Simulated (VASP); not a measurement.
Here is a VASP 6.6.1 calculation.

INCAR

```
ALGO     = Normal         # electronic algorithm
EDIFF    = 1E-6           # SCF threshold, eV
ENCUT    = 520            # plane-wave cutoff, eV
GGA      = PE             # functional
ISIF     = 2              # what is computed and relaxed
ISMEAR   = -1             # smearing method
LASPH    = T              # aspherical terms in the spheres
LCHARG   = F              # write CHGCAR
LREAL    = F              # projectors in reciprocal space
LWAVE    = F              # write WAVECAR
NBANDS   = 11             # bands
NELM     = 100            # most SCF steps
PREC     = Accurate       # precision mode
SIGMA    = 0.08           # smearing width, eV
```

File KPOINTS:

```
k-points
0
Gamma
  13 13 13
```

POSCAR

```
MgO
1.0
    0.0000000000      2.2904179488      2.2904179488
    2.2904179488      0.0000000000      2.2904179488
    2.2904179488      2.2904179488      0.0000000000
Mg O
1 1
Direct
    0.0000000000      0.0000000000      0.0000000000
    0.2500000000      0.2500000000      0.2500000000
```

Potentials or basis: VASP PAW PBE potentials, release 64 (Mg, O).

Run with:

```bash
$ cat potpaw_PBE.64/Mg/POTCAR potpaw_PBE.64/O/POTCAR > POTCAR
$ mpirun -np 1 vasp_std > vasp.out
```

Question: What does it give for the band gap on the k mesh?

Answer: 3.58 eV, direct.

Question: Estimate the pressure.

Answer: 2.1 GPa.

 A k mesh can miss the band edges.
